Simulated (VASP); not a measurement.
Write the native input for VASP 6.6.1 that does the following.

| Item | Value |
| --- | --- |
| Task | single point |
| Functional | PBE |
| Potentials or basis | VASP PAW PBE potentials, release 64 (Ta_pv, Si) |
| Cutoff | 520 eV |
| k mesh | 9 × 9 × 6 |
| Occupations | gaussian, width 0.15 eV |
| Spin | no spin polarisation |
| Dipole correction | no |
| Further INCAR settings | ALGO = Normal; EDIFF = 1e-06; NBANDS = 38 |

The structure of TaSi2 lies in POSCAR:

```
TaSi2
1.0
    4.8051009126     -0.1441530274      0.0000000000
   -2.5273906400      4.2334159717      0.0000000000
    0.0000000000      0.0000000000      6.5988658829
Ta Si
3 6
Direct
    0.5000000000      0.0000000000      0.5000000000
    0.5000000000      0.5000000000      0.8333333333
    0.0000000000      0.5000000000      0.1666666667
    0.1589199925      0.3178399850      0.5000000000
    0.8410800075      0.1589199925      0.8333333333
    0.6821600150      0.8410800075      0.1666666667
    0.8410800075      0.6821600150      0.5000000000
    0.1589199925      0.8410800075      0.8333333333
    0.3178399850      0.1589199925      0.1666666667
```

This cell differs from its parent crystal: strain -0.0600 x Voigt [0, 0, 0, 0, 0, 1].

The input as run:

INCAR

```
PREC = Accurate
ENCUT = 520
EDIFF = 1E-6
ISMEAR = 0
SIGMA = 0.15
LREAL = F
LASPH = T
NELM = 100
ALGO = Normal
ISIF = 2
LWAVE = F
LCHARG = F
GGA = PE
NBANDS = 38
```

KPOINTS

```
regular mesh
0
Gamma
  9 9 6
```

Potentials or basis: VASP PAW PBE potentials, release 64 (Ta_pv, Si).

Run with:

```bash
$ cat potpaw_PBE.64/Ta_pv/POTCAR potpaw_PBE.64/Si/POTCAR > POTCAR
$ mpirun -np 1 vasp_std > vasp.out
```

It gave:

```yaml
Pressure: 0.8 GPa
Largest_force: 0.339 eV/Å
```

Caveat: the cell differs from its parent crystal (strain -0.0600 x Voigt [0, 0, 0, 0, 0, 1]).

It took 13 min on 1 thread of Intel(R) Xeon(R) Platinum 8488C (Sapphire Rapids), on a shared host, peak memory 0.69 GiB.
